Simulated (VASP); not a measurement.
Al3GaAs4, 8 atoms in the cell. It takes space group P-43m (No. 215, cubic). Conventional cell: a = 5.733 Å, b = 5.733 Å, c = 5.733 Å, α = 90.00°, β = 90.00°, γ = 90.00°. Within 3.3 Å of Al (site symmetry -42m) lie 4 As at 2.48 Å. Within 3.3 Å of Ga (site symmetry -43m) lie 4 As at 2.49 Å. Within 3.3 Å of As (site symmetry 3m) lie 3 Al at 2.48 Å and 1 Ga at 2.49 Å. 

- Program: VASP 6.6.1
- Task: vibrations by perturbation theory
- Functional: PBE
- Potentials or basis: VASP PAW PBE potentials, release 64 (Al, Ga_d, As)
- Cutoff: 520 eV
- k mesh: 6 × 6 × 6
- Occupations: gaussian, width 0.01 eV
- Spin: no spin polarisation
- Dipole correction: no
- Further INCAR settings: ALGO = Normal; EDIFF = 1e-08; NBANDS = 31; IBRION = 8; NSW = 1

Potentials or basis: VASP PAW PBE potentials, release 64 (Al, Ga_d, As).

Run with:

```console
$ cat potpaw_PBE.64/Al/POTCAR potpaw_PBE.64/Ga_d/POTCAR potpaw_PBE.64/As/POTCAR > POTCAR
$ mpirun -np 4 vasp_std > vasp.out
```

Hardware: 4 MPI ranks on Intel(R) Xeon(R) Platinum 8375C CPU @ 2.90GHz (Ice Lake), with other jobs on the host.

Q: How long does it take, and how much memory?

A: It took 27 min on 4 MPI ranks on Intel(R) Xeon(R) Platinum 8375C CPU @ 2.90GHz (Ice Lake), with other jobs on the host, peak memory 1.2 GiB a rank. Counts: scf iterations 212, k points 20.
